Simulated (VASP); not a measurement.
The system is SnO3.

```xyz
4
Lattice="-1.8807 1.8807 4.2882 1.8807 -1.8807 4.2882 1.8807 1.8807 -4.2882" Properties=species:S:1:pos:R:3 pbc="T T T"
Sn    0.0000    0.0000    0.0000
O     0.0000    1.8807    2.1441
O     1.8807    0.0000    2.1441
O     0.0000    0.0000    4.2882
```

The cell was built from a structure type or drawn by symmetry, and may not be a known phase.

- Program: VASP 6.6.1
- Task: relaxation of cell and atoms
- Functional: PBE
- Potentials or basis: VASP PAW PBE potentials, release 64 (Sn_d, O)
- Cutoff: 600 eV
- k mesh: 6 × 6 × 6
- Occupations: gaussian, width 0.1 eV
- Spin: no spin polarisation

At the start: pressure -22.6 GPa; volume 15.17 Å³/atom.

Problem. How do energy, volume and symmetry change on relaxing?

Solution. Over 16 steps the energy falls by 617.2 meV/atom and the volume is 10.21 Å³/atom (-32.7 %); space group I4/mmm (No. 139, to 0.1 Å) before and after.

Step by step:
```
step  energy change (eV)  largest force (eV/Å)  pressure (GPa)  volume (Å³)
   1              0.0000                0.0000          -22.57        60.67
   2             -2.2113                0.0000          -12.58        43.76
   3             -2.4082                0.0000           -0.70        39.70
   4             -2.4089                0.0000            0.80        39.34
   5             -2.4188                0.0000            0.81        39.40
   6             -2.4413                0.0000            1.05        39.57
   7             -2.4469                0.0000            5.30        39.77
   8             -2.4550                0.0000            2.39        39.67
   9             -2.4567                0.0000            3.72        39.73
  10             -2.4625                0.0000            2.80        40.09
  11             -2.4621                0.0000           -0.21        41.18
  12             -2.4665                0.0000            1.59        40.56
  13             -2.4667                0.0000            1.19        40.70
  14             -2.4667                0.0000            1.33        40.67
  15             -2.4682                0.0000            0.81        40.73
  16             -2.4688                0.0000            0.00        40.83
```

Final structure:
```
CELL_PARAMETERS angstrom
-1.55847 1.55847 4.20302
1.55847 -1.55847 4.20302
1.55847 1.55847 -4.20302
ATOMIC_POSITIONS crystal
Sn 0.00000 0.00000 0.00000
O 0.75000 0.25000 0.50000
O 0.25000 0.75000 0.50000
O 0.50000 0.50000 0.00000
```

Caveat: the volume moved by over 15 % at a fixed basis, so the end points are rough.
